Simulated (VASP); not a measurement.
Wanted: the native input for a VASP 6.6.1 run.

| Quantity | Value |
| --- | --- |
| Task | single point |
| Functional | PBE |
| Potentials or basis | VASP PAW PBE potentials, release 64 (Cl, Na_pv) |
| Cutoff | 500 eV |
| k mesh | 4 × 4 × 4 |
| Occupations | fermi-dirac, width 0.04 eV |
| Spin | no spin polarisation |
| Dipole correction | no |
| Further INCAR settings | ALGO = Normal; EDIFF = 1e-06; NBANDS = 14 |

The structure of NaCl lies in POSCAR:

```
NaCl
1.0
    3.5021900000      0.0000000000      0.0000000000
    0.0000000000      3.5021900000      0.0000000000
    0.0000000000      0.0000000000      3.5021900000
Cl Na
1 1
Direct
    0.5000000000      0.5000000000      0.5000000000
    0.0000000000      0.0000000000      0.0000000000
```

One way to write it, as run:

INCAR

```
SYSTEM = NaCl
PREC = Accurate ; ENCUT = 500
EDIFF = 1E-6 ; ISMEAR = -1
SIGMA = 0.04 ; LREAL = .False.
LASPH = .True. ; NELM = 120
ALGO = Normal ; ISIF = 2
LWAVE = .False. ; LCHARG = .False.
GGA = PE ; NBANDS = 14
GGA_COMPAT = .False.
```

KPOINTS

```
Automatic mesh
0
Gamma
  4 4 4
  0 0 0
```

Potentials or basis: VASP PAW PBE potentials, release 64 (Cl, Na_pv).

Launch:

```sh
$ cat potpaw_PBE.64/Cl/POTCAR potpaw_PBE.64/Na_pv/POTCAR > POTCAR
$ mpirun -np 1 vasp_std > vasp.out
```

It gave:

| Item | Value |
| --- | --- |
| Pressure | 0.1 GPa |
| Band gap on the k mesh | 3.97 eV, indirect (least direct gap 4.46 eV) |

Caveat: the k points lie up to 0.45 Å⁻¹ apart.

Run time: 7.5 s on 1 thread of Intel Xeon 8259CL, on a shared host, peak memory 0.15 GiB.
